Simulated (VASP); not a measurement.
# FeO in VASP: a series of runs

FeO is run at these levels: PBE; tasks: single point.

Everything below comes from runs of VASP 6.6.1. Logs are shortened: lines on timing, memory, paths and dates and some standing lists are left out, and cuts for length are marked.

## Step 1: The cell of the first run

The cell holds a wire with vacuum, 2 atoms: a = 9.000 Å, b = 9.300 Å, c = 3.878 Å, α = 90.00°, β = 90.00°, γ = 90.00°.

## Step 2: Single point, PBE, collinear spin, ferromagnetic start

File INCAR:

```
SYSTEM = FeO
ALGO = Normal
EDIFF = 1E-6
ENCUT = 520
GGA = PE
ISIF = 2
ISMEAR = 0
ISPIN = 2
LASPH = .TRUE.
LCHARG = .FALSE.
LMAXMIX = 4
LORBIT = 11
LREAL = .FALSE.
LWAVE = .FALSE.
MAGMOM = 3.79 0.5
NBANDS = 18
NELM = 150
PREC = Accurate
SIGMA = 0.05
```

File KPOINTS:

```
k-points
0
G
  1 1 17
  0 0 0
```

File POSCAR:

```
FeO
1.0
    9.0000000000      0.0000000000      0.0000000000
    0.0000000000      9.3000000000      0.0000000000
    0.0000000000      0.0000000000      3.8779423922
Fe O
1 1
Direct
    0.5000000000      0.5000000000      0.0000000000
    0.5000000000      0.5000000000      0.4650000000
```

Potentials or basis: VASP PAW PBE potentials, release 64 (Fe, O).

Launch:

```console
cat potpaw_PBE.64/Fe/POTCAR potpaw_PBE.64/O/POTCAR > POTCAR
mpirun -np 1 vasp_std > vasp.out
```

OUTCAR:

```text
SYSTEM = FeO
   EDIFF = 1E-6
   ENCUT = 520
   GGA = PE
   ISIF = 2
   ISMEAR = 0
   ISPIN = 2
   LASPH = .TRUE.
   LORBIT = 11
   LREAL = .FALSE.
   NELM = 150
   PREC = Accurate

 ion  position               nearest neighbor table
   1  0.500  0.500  0.000-   2 1.80   2 2.07
   2  0.500  0.500  0.465-   1 1.80   1 2.07

  LATTYP: Found a simple orthorhombic cell.
 ALAT       =     3.8779423922
 B/A-ratio  =     2.3208183851
 C/A-ratio  =     2.3981789979

  Lattice vectors:

 A1 = (   0.0000000000,   0.0000000000,   3.8779423922)
 A2 = (   9.0000000000,   0.0000000000,   0.0000000000)
 A3 = (   0.0000000000,   9.3000000000,   0.0000000000)

Analysis of symmetry for initial positions (statically):
=====================================================================
 Subroutine PRICEL returns:
 Original cell was already a primitive cell.

 Routine SETGRP: Setting up the symmetry group for a
 simple orthorhombic supercell.

 Subroutine GETGRP returns: Found  4 space group operations
 (whereof  4 operations were pure point group operations)
 out of a pool of  8 trial point group operations.

The static configuration has the point symmetry C_2v.

Analysis of symmetry for dynamics (positions and initial velocities):
=====================================================================
 Subroutine PRICEL returns:
 Original cell was already a primitive cell.

 Routine SETGRP: Setting up the symmetry group for a
 simple orthorhombic supercell.

 Subroutine GETGRP returns: Found  4 space group operations
 (whereof  4 operations were pure point group operations)
 out of a pool of  8 trial point group operations.

The dynamic configuration has the point symmetry C_2v.

Analysis of structural, dynamic, and magnetic symmetry:
=====================================================================
 Subroutine PRICEL returns:
 Original cell was already a primitive cell.

 Routine SETGRP: Setting up the symmetry group for a
 simple orthorhombic supercell.

 Subroutine GETGRP returns: Found  4 space group operations
 (whereof  4 operations were pure point group operations)
 out of a pool of  8 trial point group operations.

The overall configuration has the point symmetry C_2v.

 Subroutine INISYM returns: Found  4 space group operations
 (whereof  4 operations are pure point group operations),
 and found     1 'primitive' translations

----------------------------------------------------------------------------------------

                                     Primitive cell

  volume of cell :     324.5838

  direct lattice vectors                    reciprocal lattice vectors
     9.000000000  0.000000000  0.000000000     0.111111111  0.000000000  0.000000000
     0.000000000  9.300000000  0.000000000     0.000000000  0.107526882  0.000000000
     0.000000000  0.000000000  3.877942392     0.000000000  0.000000000  0.257868709

  length of vectors
     9.000000000  9.300000000  3.877942392     0.111111111  0.107526882  0.257868709

  position of ions in fractional coordinates (direct lattice)
     0.500000000  0.500000000  0.000000000
     0.500000000  0.500000000  0.465000000

  ion indices of the primitive-cell ions
   primitive index   ion index
                 1           1
                 2           2

----------------------------------------------------------------------------------------

 KPOINTS: k-points

Automatic generation of k-mesh.
 Grid dimensions read from file:
 generate k-points for:    1    1   17

 Generating k-lattice:

  Cartesian coordinates                     Fractional coordinates (reciprocal lattice)
     0.111111111  0.000000000  0.000000000     1.000000000  0.000000000  0.000000000
     0.000000000  0.107526882  0.000000000     0.000000000  1.000000000  0.000000000
     0.000000000  0.000000000  0.015168748     0.000000000  0.000000000  0.058823529

  Length of vectors
     0.111111111  0.107526882  0.015168748

  Shift w.r.t. Gamma in fractional coordinates (k-lattice)
     0.000000000  0.000000000  0.000000000

 Subroutine IBZKPT returns following result:
 ===========================================

 Found      9 irreducible k-points:

 Following reciprocal coordinates:
            Coordinates               Weight
  0.000000  0.000000  0.000000      1.000000
  0.000000  0.000000  0.058824      2.000000
  0.000000  0.000000  0.117647      2.000000
  0.000000  0.000000  0.176471      2.000000
  0.000000  0.000000  0.235294      2.000000
  0.000000  0.000000  0.294118      2.000000
  0.000000  0.000000  0.352941      2.000000
  0.000000  0.000000  0.411765      2.000000
  0.000000  0.000000  0.470588      2.000000
   k-points           NKPTS =      9   k-points in BZ     NKDIM =      9   number of bands    NBANDS=     18
   number of dos      NEDOS =    301   number of ions     NIONS =      2
   total plane-waves  NPLWV = 147000
   dimension x,y,z NGX =    70 NGY =   70 NGZ =   30
   dimension x,y,z NGXF=   140 NGYF=  140 NGZF=   60
   ions per type =               1   1
   NGX,Y,Z   is equivalent  to a cutoff of  12.93, 12.51, 12.86 a.u.
   NGXF,Y,Z  is equivalent  to a cutoff of  25.86, 25.03, 25.72 a.u.
 SYSTEM =  FeO
   PREC   = accura    normal or accurate (medium, high low for compatibility)
   ISTART =      0    job   : 0-new  1-cont  2-samecut
   ICHARG =      2    charge: 1-file 2-atom 10-const
   ISPIN  =      2    spin polarized calculation?
   LNONCOLLINEAR =      F non collinear calculations
   LSORBIT =      F    spin-orbit coupling
   LASPH  =      T    aspherical Exc in radial PAW
   ENCUT  =  520.0 eV  38.22 Ry    6.18 a.u.  16.73 17.29  7.21*2*pi/ulx,y,z
   NELM   =    150;   NELMIN=  2; NELMDL= -5     # of ELM steps
   EDIFF  = 0.1E-05   stopping-criterion for ELM
   LREAL  =      F    real-space projection
   EDIFFG = 0.1E-04   stopping-criterion for IOM
   NSW    =      0    number of steps for IOM
   IBRION =     -1    ionic relax: 0-MD 1-quasi-New 2-CG
   NFREE  =      0    steps in history (QN), initial steepest desc. (CG)
   ISIF   =      2    stress and relaxation
   ISYM   =      2    0-nonsym 1-usesym 2-fastsym
   POTIM  = 0.5000    time-step for ionic-motion
   TEBEG  =    0.0;   TEEND  =   0.0 temperature during run
   PSTRESS=    0.0 pullay stress
   NELECT =      14.0000    total number of electrons
   NUPDOWN=      -1.0000    fix difference up-down
   EMIN   =  10.00;   EMAX   =-10.00  energy-range for DOS
   EFERMI =   0.00;   METHOD = LEGACY
   ISMEAR =     0;   SIGMA  =   0.05  broadening in eV -4-tet -1-fermi 0-gaus
   EFERMI_NEDOS =   21; number of points for ismear=-14 and -15
   IALGO  =     38    algorithm
   IMIX   =      4    mixing-type and parameters
     AMIX     =   0.40;   BMIX     =  1.00
     AMIX_MAG =   1.60;   BMIX_MAG =  1.00
  volume/ion in A,a.u.               =     162.29      1095.20
  Fermi-wavevector in a.u.,A,eV,Ry     =   0.574128  1.084944  4.484789  0.329623
  Thomas-Fermi vector in A             =   1.615691
   LORBIT       =     11    0 simple, 1 ext, 2 COOP (PROOUT), +10 PAW based schemes
   GGA     = PE    functional components
   LHFCALC =     F    Hartree Fock is set to
   AEXX    =    0.0000 exact exchange contribution
   IVDW    =     0    specifies the selected vdW correction
   LEPSILON=     F    determine dielectric tensor
   LRPA    =     F    only Hartree local field effects (RPA)
 spin polarized calculation
 Gauss-broadening in eV      SIGMA  =   0.05
  energy-cutoff  :      520.00
  volume of cell :      324.58
 maximum number of plane-waves:      8753
 NGX is ok and might be reduce to    70
   NGX = 33   NGY = 35   NGZ = 15

 number of electron      13.9999998 magnetization       4.0000223

 Free energy of the ion-electron system (eV)
  ---------------------------------------------------
  ext. energy  EPLUGINS =         0.00000000
  ---------------------------------------------------
  free energy    TOTEN  =       -12.97807476 eV

  energy without entropy =      -12.97807117  energy(sigma->0) =      -12.97807296

 E-fermi :  -3.6228     XC(G=0):  -1.9028

 val. band max:       -3.7620326393   @ k =   0.0000   0.0000   0.4706
 cond. band min:      -3.4959979587   @ k =   0.0000   0.0000   0.0000
 fundamental gap:      0.2660346806
 Fermi energy:        -3.6227797191

 spin component 1

 k-point     1 :       0.0000    0.0000    0.0000
  band No.  band energies     occupation
      1     -21.2300      1.00000
      2      -7.4129      1.00000
      3      -7.0565      1.00000
      4      -7.0562      1.00000
      5      -6.6479      1.00000
      6      -6.2669      1.00000
[... 10 lines left out ...]
     17       2.7852      0.00000
     18       2.9968      0.00000
[... 148 lines left out ...]
 k-point     9 :       0.0000    0.0000    0.4706
  band No.  band energies     occupation
      1     -20.8828      1.00000
      2      -9.9275      1.00000
      3      -8.0090      1.00000
      4      -8.0089      1.00000
      5      -6.6309      1.00000
      6      -5.6219      1.00000
[... 10 lines left out ...]
     17       3.6701      0.00000
     18       4.0314      0.00000
 Fermi energy:        -3.6227797191

 spin component 2

 k-point     1 :       0.0000    0.0000    0.0000
  band No.  band energies     occupation
      1     -20.7568      1.00000
      2      -6.9224      1.00000
      3      -5.7376      1.00000
      4      -5.7375      1.00000
      5      -3.7978      1.00000
      6      -3.4960      0.00017
[... 10 lines left out ...]
     17       3.0603      0.00000
     18       3.3151      0.00000
[... 148 lines left out ...]
 k-point     9 :       0.0000    0.0000    0.4706
  band No.  band energies     occupation
      1     -20.4261      1.00000
      2      -8.9768      1.00000
      3      -6.3380      1.00000
      4      -6.3372      1.00000
      5      -3.7620      0.99996
      6      -3.0718      0.00000
[... 10 lines left out ...]
     17       3.8318      0.00000
     18       4.2937      0.00000

------------------------ aborting loop because EDIFF is reached ----------------------------------------

  FORCE on cell =-STRESS in cart. coord.  units (eV):
  Direction    XX          YY          ZZ          XY          YZ          ZX
  --------------------------------------------------------------------------------------
  -------------------------------------------------------------------------------------
  Total       -0.0177213     -0.0193985     -8.6795127      0.0000000      0.0000000      0.0000000
  in kB       -0.0874739     -0.0957529    -42.8429251      0.0000000      0.0000000      0.0000000
  external PRESSURE =     -14.3420506 kB  Pullay stress =       0.0000000 kB

 VOLUME and BASIS-vectors are now :
 -----------------------------------------------------------------------------
  energy-cutoff  :      520.00
  volume of cell :      324.58
      direct lattice vectors                 reciprocal lattice vectors
     9.000000000  0.000000000  0.000000000     0.111111111  0.000000000  0.000000000
     0.000000000  9.300000000  0.000000000     0.000000000  0.107526882  0.000000000
     0.000000000  0.000000000  3.877942392     0.000000000  0.000000000  0.257868709

 POSITION                                       TOTAL-FORCE (eV/Angst)
 -----------------------------------------------------------------------------------
      4.50000      4.65000      0.00000         0.000000      0.000000     -0.709165
      4.50000      4.65000      1.80324         0.000000      0.000000      0.709165
 -----------------------------------------------------------------------------------
    total drift:                                0.000000      0.000000      0.000347

  FREE ENERGIE OF THE ION-ELECTRON SYSTEM (eV)
  ---------------------------------------------------
  free  energy   TOTEN  =       -12.9780747573 eV

  energy  without entropy=      -12.9780711716  energy(sigma->0) =      -12.97807296

 total charge

# of ion       s       p       d       tot
------------------------------------------
    1        0.312   0.289   6.091   6.692
    2        1.553   3.369   0.000   4.922
--------------------------------------------------
tot          1.865   3.658   6.091  11.613

 magnetization (x)

# of ion       s       p       d       tot
------------------------------------------
    1        0.133   0.021   3.232   3.386
    2        0.002   0.230   0.000   0.231
--------------------------------------------------
tot          0.135   0.250   3.232   3.618
```

Wall time 2.8 min (1 thread of Intel Xeon Platinum 8559C (Emerald Rapids), shared host); peak memory 0.52 GiB.

Results:

```yaml
Free_energy: -12.9781 eV
Largest_force: 0.709 eV/Å
Net_moment: 4.00 μB per cell
Site_moments: Fe +3.39; O +0.23 μB
Valence_electrons_inside_the_program's_atomic_spheres: Fe 6.69; O 4.92
```

Forces on the atoms (eV/Å):
```
Fe   0.000  0.000 -0.709
O    0.000  0.000  0.709
```

Caveat: semilocal functionals often make such compounds metallic where correlation or magnetic order opens a gap, which also shifts bond lengths; only a ferromagnetic start was run, and an antiferromagnetic order may lie lower in energy.

## Step 3: Single point, PBE, collinear spin, ferromagnetic start

This run uses another cell than the first one, of 160.67 Å³/atom, 0.990 times its volume.

File INCAR:

```
SYSTEM = FeO
PREC = Accurate
ENCUT = 520
EDIFF = 1E-7
ISMEAR = 0
SIGMA = 0.05
LREAL = .FALSE.
LASPH = .TRUE.
NELM = 150
ALGO = Normal
ISIF = 2
LWAVE = .FALSE.
LCHARG = .TRUE.
ISPIN = 2
MAGMOM = 3.79 0.5
LORBIT = 11
LMAXMIX = 4
GGA = PE
LELF = .TRUE.
LVHAR = .TRUE.
NBANDS = 18
```

File KPOINTS:

```
regular mesh
0
G
  1 1 19
  0 0 0
```

File POSCAR:

```
FeO
1.0
    9.9000000000      0.0000000000      0.0000000000
    0.0000000000      9.3000000000      0.0000000000
    0.0000000000      0.0000000000      3.4901481529
Fe O
1 1
Direct
    0.4559324728      0.5000000000      0.0000000000
    0.5440675272      0.5000000000      0.5000000000
```

Potentials or basis: VASP PAW PBE potentials, release 64 (Fe, O).

Launch:

```console
cat potpaw_PBE.64/Fe/POTCAR potpaw_PBE.64/O/POTCAR > POTCAR
mpirun -np 1 vasp_std > vasp.out
```

Run time: 4 min. Hardware: 1 thread of Intel Xeon Platinum 8559C (Emerald Rapids), shared host; peak memory 0.53 GiB.

The run converged. Its results:

| Property | Result |
| --- | --- |
| Free energy | -12.6382 eV |
| Largest force | 2.953 eV/Å |
| Net moment | 4.00 μB per cell |
| Site moments | Fe +3.45; O +0.19 μB |
| Valence electrons inside the program's atomic spheres | Fe 6.64; O 4.88 |

Forces in eV/Å, atoms in the order of the input:
```
Fe   2.953  0.000  0.000
O   -2.953  0.000  0.000
```

Levels at points of the mesh, in eV from the Fermi level:
Spin up:
```tsv
k point	band 5	band 6	band 7	band 8	band 9	band 10	band 11	band 12	band 13	band 14
(0.00, 0.00, 0.00)	-3.19	-2.20	-2.07	-1.93	-0.70	1.19	3.61	4.17	4.34	5.18
```
Spin down:
| k point | band 2 | band 3 | band 4 | band 5 | band 6 | band 7 | band 8 | band 9 |
| --- | --- | --- | --- | --- | --- | --- | --- | --- |
| (0.00, 0.00, 0.00) | -3.67 | -3.30 | -2.03 | -0.26 | 0.23 | 0.57 | 1.05 | 1.96 |

Caveat: semilocal functionals often make such compounds metallic where correlation or magnetic order opens a gap, which also shifts bond lengths; only a ferromagnetic start was run, and an antiferromagnetic order may lie lower in energy.

## Step 4: Single point, PBE, collinear spin, ferromagnetic start

This run uses another cell than the first one, of 102.26 Å³/atom, 0.630 times its volume.

File INCAR:

```
  PREC = Accurate
  ENCUT = 520
  EDIFF = 1E-7
  ISMEAR = 0
  SIGMA = 0.05
  LREAL = False
  LASPH = True
  NELM = 150
  ALGO = Normal
  ISIF = 2
  LWAVE = False
  LCHARG = False
  ISPIN = 2
  MAGMOM = 3.79 0.5
  LORBIT = 11
  LMAXMIX = 4
  GGA = PE
  NBANDS = 18
```

File KPOINTS:

```
regular mesh
0
Gamma
  1 1 31
```

File POSCAR:

```
FeO
1.0
   10.7000000000      0.0000000000      0.0000000000
    0.0000000000      9.3000000000      0.0000000000
    0.0000000000      0.0000000000      2.0553094678
Fe O
1 1
Direct
    0.4184544824      0.5000000000      0.0000000000
    0.5815455176      0.5000000000      0.5000000000
```

Launch:

```console
cat potpaw_PBE.64/Fe/POTCAR potpaw_PBE.64/O/POTCAR > POTCAR
mpirun -np 1 vasp_std > vasp.out
```

Wall time 2.8 min (1 thread of Intel Xeon Platinum 8559C (Emerald Rapids), shared host); peak memory 0.39 GiB.

It converged, with:

```yaml
Free_energy: -10.4539 eV
Largest_force: 2.569 eV/Å
Net_moment: 3.74 μB per cell
Site_moments: Fe +3.03; O +0.41 μB
Valence_electrons_inside_the_program's_atomic_spheres: Fe 7.15; O 4.75
```

Forces on the atoms (eV/Å):
```
Fe   2.569  0.000  0.000
O   -2.569  0.000  0.000
```

Levels at points of the mesh, in eV from the Fermi level:
Spin up:
```csv
k point,band 7,band 8,band 9,band 10,band 11,band 12
"(0.00, 0.00, 0.00)",-1.10,-1.03,-0.55,2.01,2.59,4.99
```
Spin down:
```tsv
k point	band 1	band 2	band 3	band 4	band 5	band 6	band 7	band 8	band 9	band 10
(0.00, 0.00, 0.00)	-18.23	-4.60	-3.01	-2.55	-0.56	0.48	0.66	1.46	2.41	3.31
```

Caveat: semilocal functionals often make such compounds metallic where correlation or magnetic order opens a gap, which also shifts bond lengths; only a ferromagnetic start was run, and an antiferromagnetic order may lie lower in energy.

## Step 5: Summary

```csv
cell,k mesh,moment (μB),largest force (eV/Å)
"a = 9.000, b = 9.300, c = 3.878 Å, 2 atoms",1 × 1 × 17,4.00,0.71
"a = 9.900, b = 9.300, c = 3.490 Å, 2 atoms",1 × 1 × 19,4.00,2.95
"a = 10.700, b = 9.300, c = 2.055 Å, 2 atoms",1 × 1 × 31,3.74,2.57
```

Alike in all rows: task single point; level PBE; potentials or basis VASP PAW PBE potentials, release 64 (Fe, O); spin collinear, ferromagnetic start; cutoff (eV) 520; smearing gaussian 0.05 eV.

Caveats: semilocal functionals often make such compounds metallic where correlation or magnetic order opens a gap, which also shifts bond lengths; only a ferromagnetic start was run, and an antiferromagnetic order may lie lower in energy.

Total energies depend on the potentials used, so only differences within one code and one set of settings carry meaning.
